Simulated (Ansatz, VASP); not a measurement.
**CdI2: VASP beside Ansatz**

```xyz
3
Lattice="4.2433 0.0000 0.0000 -2.1217 3.6748 0.0000 0.0000 0.0000 30.7200" Properties=species:S:1:pos:R:3 pbc="T T T"
I     0.0000    2.4499    6.9924
I     2.1217    1.2249   10.4676
Cd    0.0000    0.0000    8.7300
```

Alike in both runs: functional PBE; dispersion D3(BJ); k mesh 12 × 12 × 1; occupations gaussian, width 0.03 eV; no spin polarisation.

Ansatz relaxed the structure, and its values are those at the end. VASP's run is a single point on that final structure, the one shown.

```csv
,VASP,Ansatz
version,VASP 6.6.1,Ansatz 0.2.0
potentials or method,"VASP PAW PBE potentials, release 64 (I, Cd), cutoff 400 eV","scalar-relativistic, plane waves, PAW"
valence electrons in the cell,26,54
```

Ansatz gave:

* gap on the k mesh at the Fermi level (eV): 2.44
* least direct gap on the mesh (eV): 2.67
* rms of the force components (eV/Å): 0.000

Q: Which values does VASP return?

A: gap on the k mesh at the Fermi level (eV): 2.44; least direct gap on the mesh (eV): 2.66; rms of the force components (eV/Å): 0.009.

VASP's potentials hold 26 valence electrons a cell and Ansatz's 54, so a difference there can come from the potentials and not from the codes. Ansatz's warnings: slab cell height set, structure snapped to symmetry.

Neither program's run includes spin-orbit coupling.
